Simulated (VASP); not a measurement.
# AlRu (P4/mmm) in VASP: notebook

The runs below take AlRu through single point, with PBE.

Everything below comes from runs of VASP 6.6.1. Logs are shortened: lines on timing, memory, paths and dates and some standing lists are left out, and cuts for length are marked.

## 1. The cell of the first run

Symmetry: P4/mmm, No. 123, tetragonal system. Conventional cell: a = 3.004 Å, b = 3.004 Å, c = 6.008 Å, α = 90.00°, β = 90.00°, γ = 90.00°. Al (site symmetry 4mm) has 8 Ru at 2.58 to 2.63 Å and 6 Al at 2.91 to 3.09 Å within 3.4 Å. Ru (site symmetry 4/mmm) has 8 Al at 2.63 Å and 6 Ru at 3.00 Å within 3.5 Å. Within 3.4 Å of Ru (site symmetry 4/mmm) lie 8 Al at 2.58 Å and 6 Ru at 3.00 Å.

## 2. Single point, PBE (atoms displaced along a vibrational mode)

Input file INCAR:

```
SYSTEM = AlRu
PREC = Accurate ; ENCUT = 520
EDIFF = 1E-6 ; ISMEAR = 0
SIGMA = 0.15 ; LREAL = .FALSE.
LASPH = .TRUE. ; NELM = 80
ALGO = Fast ; ISIF = 2
LWAVE = .FALSE. ; LCHARG = .TRUE.
GGA = PE ; LELF = .TRUE.
LVHAR = .TRUE. ; NBANDS = 25
```

Input file KPOINTS:

```
regular mesh
0
G
  14 14 8
  0 0 0
```

Input file POSCAR:

```
AlRu
1.0
    3.0038895946      0.0000000000      0.0000000000
    0.0000000000      3.0038895946      0.0000000000
    0.0000000000      0.0000000000      6.0077791893
Al Ru
2 2
Direct
    0.0000000000      0.0000000000     -0.0074902886
    0.0000000000      0.0000000000      0.5074902886
    0.5000000000      0.5000000000      0.2500000000
    0.5000000000      0.5000000000      0.7500000000
```

Potentials or basis: VASP PAW PBE potentials, release 64 (Al, Ru_pv).

Command:

```
> cat potpaw_PBE.64/Al/POTCAR potpaw_PBE.64/Ru_pv/POTCAR > POTCAR
> mpirun -np 1 vasp_std > vasp.out
```

OUTCAR:

```text
SYSTEM = AlRu
   PREC = Accurate
   ENCUT = 520
   EDIFF = 1E-6
   ISMEAR = 0
   LREAL = .FALSE.
   LASPH = .TRUE.
   NELM = 80
   ISIF = 2
   GGA = PE

 ion  position               nearest neighbor table
   1  0.000  0.000  0.993-   4 2.58   4 2.58   4 2.58   4 2.58   3 2.63   3 2.63   3 2.63   3 2.63
                             2 2.91   2 3.09
   2  0.000  0.000  0.507-   4 2.58   4 2.58   4 2.58   4 2.58   3 2.63   3 2.63   3 2.63   3 2.63
                             1 2.91   1 3.09
   3  0.500  0.500  0.250-   1 2.63   2 2.63   1 2.63   2 2.63   1 2.63   2 2.63   1 2.63   2 2.63
                             4 3.00   4 3.00
   4  0.500  0.500  0.750-   1 2.58   2 2.58   1 2.58   2 2.58   1 2.58   2 2.58   1 2.58   2 2.58
                             3 3.00   3 3.00

  LATTYP: Found a simple tetragonal cell.
 ALAT       =     3.0038895946
 C/A-ratio  =     2.0000000000

  Lattice vectors:

 A1 = (   3.0038895946,   0.0000000000,   0.0000000000)
 A2 = (   0.0000000000,   3.0038895946,   0.0000000000)
 A3 = (   0.0000000000,   0.0000000000,   6.0077791893)

Analysis of symmetry for initial positions (statically):
=====================================================================
 Subroutine PRICEL returns:
 Original cell was already a primitive cell.

 Routine SETGRP: Setting up the symmetry group for a
 simple tetragonal supercell.

 Subroutine GETGRP returns: Found 16 space group operations
 (whereof  8 operations were pure point group operations)
 out of a pool of 16 trial point group operations.

The static configuration has the point symmetry C_4v.
 The point group associated with its full space group is D_4h.

Analysis of symmetry for dynamics (positions and initial velocities):
=====================================================================
 Subroutine PRICEL returns:
 Original cell was already a primitive cell.

 Routine SETGRP: Setting up the symmetry group for a
 simple tetragonal supercell.

 Subroutine GETGRP returns: Found 16 space group operations
 (whereof  8 operations were pure point group operations)
 out of a pool of 16 trial point group operations.

The dynamic configuration has the point symmetry C_4v.
 The point group associated with its full space group is D_4h.

 Subroutine INISYM returns: Found 16 space group operations
 (whereof  8 operations are pure point group operations),
 and found     1 'primitive' translations

----------------------------------------------------------------------------------------

                                     Primitive cell

  volume of cell :      54.2103

  direct lattice vectors                    reciprocal lattice vectors
     3.003889595  0.000000000  0.000000000     0.332901716  0.000000000  0.000000000
     0.000000000  3.003889595  0.000000000     0.000000000  0.332901716  0.000000000
     0.000000000  0.000000000  6.007779189     0.000000000  0.000000000  0.166450858

  length of vectors
     3.003889595  3.003889595  6.007779189     0.332901716  0.332901716  0.166450858

  position of ions in fractional coordinates (direct lattice)
     0.000000000  0.000000000  0.992509711
     0.000000000  0.000000000  0.507490289
     0.500000000  0.500000000  0.250000000
     0.500000000  0.500000000  0.750000000

  ion indices of the primitive-cell ions
   primitive index   ion index
                 1           1
                 2           2
                 3           3
                 4           4

----------------------------------------------------------------------------------------

 KPOINTS: regular mesh

Automatic generation of k-mesh.
 Grid dimensions read from file:
 generate k-points for:   14   14    8

 Generating k-lattice:

  Cartesian coordinates                     Fractional coordinates (reciprocal lattice)
     0.023778694  0.000000000  0.000000000     0.071428571  0.000000000  0.000000000
     0.000000000  0.023778694  0.000000000     0.000000000  0.071428571  0.000000000
     0.000000000  0.000000000  0.020806357     0.000000000  0.000000000  0.125000000

  Length of vectors
     0.023778694  0.023778694  0.020806357

  Shift w.r.t. Gamma in fractional coordinates (k-lattice)
     0.000000000  0.000000000  0.000000000

 Subroutine IBZKPT returns following result:
 ===========================================

 Found    180 irreducible k-points:

 Following reciprocal coordinates:
            Coordinates               Weight
  0.000000  0.000000  0.000000      1.000000
  0.071429  0.000000  0.000000      4.000000
  0.142857  0.000000  0.000000      4.000000
  0.214286  0.000000  0.000000      4.000000
  0.285714  0.000000  0.000000      4.000000
  0.357143  0.000000  0.000000      4.000000
[... 16 lines left out ...]
  0.285714  0.214286  0.000000      8.000000
  0.357143  0.214286  0.000000      8.000000
 [... further k-points ...]
   k-points           NKPTS =    180   k-points in BZ     NKDIM =    180   number of bands    NBANDS=     25
   number of dos      NEDOS =    301   number of ions     NIONS =      4
   total plane-waves  NPLWV =  27648
   dimension x,y,z NGX =    24 NGY =   24 NGZ =   48
   dimension x,y,z NGXF=    48 NGYF=   48 NGZF=   96
   ions per type =               2   2
   NGX,Y,Z   is equivalent  to a cutoff of  13.28, 13.28, 13.28 a.u.
   NGXF,Y,Z  is equivalent  to a cutoff of  26.56, 26.56, 26.56 a.u.
 SYSTEM =  AlRu
   PREC   = accura    normal or accurate (medium, high low for compatibility)
   ISTART =      0    job   : 0-new  1-cont  2-samecut
   ICHARG =      2    charge: 1-file 2-atom 10-const
   ISPIN  =      1    spin polarized calculation?
   LNONCOLLINEAR =      F non collinear calculations
   LSORBIT =      F    spin-orbit coupling
   LASPH  =      T    aspherical Exc in radial PAW
   ENCUT  =  520.0 eV  38.22 Ry    6.18 a.u.   5.59  5.59 11.17*2*pi/ulx,y,z
   NELM   =     80;   NELMIN=  2; NELMDL= -5     # of ELM steps
   EDIFF  = 0.1E-05   stopping-criterion for ELM
   LREAL  =      F    real-space projection
   EDIFFG = 0.1E-04   stopping-criterion for IOM
   NSW    =      0    number of steps for IOM
   IBRION =     -1    ionic relax: 0-MD 1-quasi-New 2-CG
   NFREE  =      0    steps in history (QN), initial steepest desc. (CG)
   ISIF   =      2    stress and relaxation
   ISYM   =      2    0-nonsym 1-usesym 2-fastsym
   POTIM  = 0.5000    time-step for ionic-motion
   TEBEG  =    0.0;   TEEND  =   0.0 temperature during run
   PSTRESS=    0.0 pullay stress
   NELECT =      34.0000    total number of electrons
   NUPDOWN=      -1.0000    fix difference up-down
   EMIN   =  10.00;   EMAX   =-10.00  energy-range for DOS
   EFERMI =   0.00;   METHOD = LEGACY
   ISMEAR =     0;   SIGMA  =   0.15  broadening in eV -4-tet -1-fermi 0-gaus
   EFERMI_NEDOS =   21; number of points for ismear=-14 and -15
   IALGO  =     68    algorithm
   IMIX   =      4    mixing-type and parameters
     AMIX     =   0.40;   BMIX     =  1.00
     AMIX_MAG =   1.60;   BMIX_MAG =  1.00
  volume/ion in A,a.u.               =      13.55        91.46
  Fermi-wavevector in a.u.,A,eV,Ry     =   1.401330  2.648130 26.718122  1.963727
  Thomas-Fermi vector in A             =   2.524202
   LORBIT       =      0    0 simple, 1 ext, 2 COOP (PROOUT), +10 PAW based schemes
   GGA     = PE    functional components
   LHFCALC =     F    Hartree Fock is set to
   AEXX    =    0.0000 exact exchange contribution
   IVDW    =     0    specifies the selected vdW correction
   LEPSILON=     F    determine dielectric tensor
   LRPA    =     F    only Hartree local field effects (RPA)
 non-spin polarized calculation
 RMM-DIIS sequential band-by-band and
 Gauss-broadening in eV      SIGMA  =   0.15
  energy-cutoff  :      520.00
  volume of cell :       54.21
 maximum number of plane-waves:      1486
 NGX is ok and might be reduce to    24
   NGX = 11   NGY = 11   NGZ = 23

 number of electron      33.9999992 magnetization

 Free energy of the ion-electron system (eV)
  ---------------------------------------------------
  ext. energy  EPLUGINS =         0.00000000
  ---------------------------------------------------
  free energy    TOTEN  =       -28.50864556 eV

  energy without entropy =      -28.46716696  energy(sigma->0) =      -28.48790626

 E-fermi :  10.5540     XC(G=0): -12.5022

 val. band max:       10.5526403092   @ k =   0.1429   0.0000   0.5000
 cond. band min:      10.5615767513   @ k =   0.4286   0.3571   0.2500
 fundamental gap:      0.0089364421
 Fermi energy:        10.5539632178

 k-point     1 :       0.0000    0.0000    0.0000
  band No.  band energies     occupation
      1     -31.4196      2.00000
      2     -31.2202      2.00000
      3     -31.2190      2.00000
      4     -31.2190      2.00000
      5     -31.1976      2.00000
      6     -31.1976      2.00000
[... 17 lines left out ...]
     24      21.4603      0.00000
     25      21.5091      0.00000

 k-point     2 :       0.0714    0.0000    0.0000
  band No.  band energies     occupation
      1     -31.4183      2.00000
      2     -31.2291      2.00000
      3     -31.2193      2.00000
      4     -31.2182      2.00000
      5     -31.2072      2.00000
      6     -31.1968      2.00000
[... 17 lines left out ...]
     24      20.9192      0.00000
     25      21.5602      0.00000

 k-point     3 :       0.1429    0.0000    0.0000
  band No.  band energies     occupation
      1     -31.4149      2.00000
      2     -31.2571      2.00000
      3     -31.2339      2.00000
      4     -31.2170      2.00000
      5     -31.2158      2.00000
      6     -31.1944      2.00000
[... 17 lines left out ...]
     24      19.7461      0.00000
     25      20.6921      0.00000

 k-point     4 :       0.2143    0.0000    0.0000
  band No.  band energies     occupation
      1     -31.4098      2.00000
      2     -31.2975      2.00000
      3     -31.2723      2.00000
      4     -31.2135      2.00000
      5     -31.2123      2.00000
      6     -31.1910      2.00000
[... 17 lines left out ...]
     24      18.4736      0.00000
     25      19.9486      0.00000

 k-point     5 :       0.2857    0.0000    0.0000
  band No.  band energies     occupation
      1     -31.4043      2.00000
      2     -31.3420      2.00000
      3     -31.3148      2.00000
      4     -31.2098      2.00000
      5     -31.2085      2.00000
      6     -31.1872      2.00000
[... 17 lines left out ...]
     24      18.9728      0.00000
     25      19.1960      0.00000

 k-point     6 :       0.3571    0.0000    0.0000
  band No.  band energies     occupation
      1     -31.3992      2.00000
      2     -31.3819      2.00000
      3     -31.3528      2.00000
      4     -31.2064      2.00000
      5     -31.2050      2.00000
      6     -31.1838      2.00000
[... 17 lines left out ...]
     24      19.9320      0.00000
     25      19.9484      0.00000
[... 393 lines left out ...]
 k-point    21 :       0.5000    0.1429    0.0000
  band No.  band energies     occupation
      1     -31.4144      2.00000
      2     -31.3903      2.00000
      3     -31.3841      2.00000
      4     -31.2383      2.00000
      5     -31.2159      2.00000
      6     -31.1999      2.00000
[... 17 lines left out ...]
     24      19.7729      0.00000
     25      19.9526      0.00000

 k-point    22 :       0.2143    0.2143    0.0000
  band No.  band energies     occupation
      1     -31.4006      2.00000
      2     -31.2917      2.00000
      3     -31.2874      2.00000
      4     -31.2663      2.00000
      5     -31.2636      2.00000
      6     -31.2069      2.00000
[... 17 lines left out ...]
     24      19.4513      0.00000
     25      19.8444      0.00000

 k-point    23 :       0.2857    0.2143    0.0000
  band No.  band energies     occupation
      1     -31.3953      2.00000
      2     -31.3335      2.00000
      3     -31.3070      2.00000
      4     -31.2849      2.00000
      5     -31.2607      2.00000
      6     -31.2031      2.00000
[... 17 lines left out ...]
     24      18.8207      0.00000
     25      19.9306      0.00000

 k-point    24 :       0.3571    0.2143    0.0000
  band No.  band energies     occupation
      1     -31.3905      2.00000
      2     -31.3727      2.00000
      3     -31.3447      2.00000
      4     -31.2809      2.00000
      5     -31.2570      2.00000
      6     -31.1997      2.00000
[... 17 lines left out ...]
     24      19.1150      0.00000
     25      19.4005      0.00000

 [... further k-points ...]

------------------------ aborting loop because EDIFF is reached ----------------------------------------

  FORCE on cell =-STRESS in cart. coord.  units (eV):
  Direction    XX          YY          ZZ          XY          YZ          ZX
  --------------------------------------------------------------------------------------
  -------------------------------------------------------------------------------------
  Total        0.0871442      0.0871442      0.0622914      0.0000000      0.0000000      0.0000000
  in kB        2.5755329      2.5755329      1.8410119      0.0000000      0.0000000      0.0000000
  external PRESSURE =       2.3306926 kB  Pullay stress =       0.0000000 kB

 VOLUME and BASIS-vectors are now :
 -----------------------------------------------------------------------------
  energy-cutoff  :      520.00
  volume of cell :       54.21
      direct lattice vectors                 reciprocal lattice vectors
     3.003889595  0.000000000  0.000000000     0.332901716  0.000000000  0.000000000
     0.000000000  3.003889595  0.000000000     0.000000000  0.332901716  0.000000000
     0.000000000  0.000000000  6.007779189     0.000000000  0.000000000  0.166450858

 POSITION                                       TOTAL-FORCE (eV/Angst)
 -----------------------------------------------------------------------------------
      0.00000      0.00000      5.96278        -0.000000      0.000000      0.484482
      0.00000      0.00000      3.04889         0.000000      0.000000     -0.484482
      1.50194      1.50194      1.50194        -0.000000      0.000000     -0.000000
      1.50194      1.50194      4.50583        -0.000000     -0.000000     -0.000000
 -----------------------------------------------------------------------------------
    total drift:                                0.000000     -0.000000     -0.000000

  FREE ENERGIE OF THE ION-ELECTRON SYSTEM (eV)
  ---------------------------------------------------
  free  energy   TOTEN  =       -28.5086455638 eV

  energy  without entropy=      -28.4671669596  energy(sigma->0) =      -28.48790626
```

It took 2.2 min on 1 thread of AMD EPYC 9R45 (Zen 5), shared host; peak memory 0.29 GiB.

Results:

```yaml
Free_energy: -28.5086 eV
Pressure: 0.2 GPa
Largest_force: 0.484 eV/Å
Band_gap_on_the_k_mesh: zero (bands 17 and 18 overlap by 2.77 eV)
```

Forces on the atoms (eV/Å):
```
Al   0.000  0.000  0.484
Al   0.000  0.000 -0.484
Ru   0.000  0.000  0.000
Ru   0.000  0.000  0.000
```

Levels at points of the mesh, in eV from the Fermi level:
```csv
k point,band 15,band 16,band 17,band 18,band 19,band 20
"(0.00, 0.00, 0.00)",0.14,0.17,0.17,0.43,2.24,6.00
"(0.50, 0.00, 0.00)",-1.36,-1.16,-1.12,0.41,1.49,2.24
"(0.50, 0.50, 0.00)",-1.15,1.49,1.58,1.60,2.49,4.10
"(0.00, 0.00, 0.50)",-0.79,-0.79,0.21,0.36,3.02,3.08
"(0.50, 0.00, 0.50)",-1.49,-1.26,-0.52,-0.40,2.05,2.12
"(0.50, 0.50, 0.50)",1.51,1.57,1.71,1.71,2.02,2.02
```

Caveat: the cell differs from its parent crystal (atoms displaced along a vibrational mode).

(Part 1 of 2 ends here.)
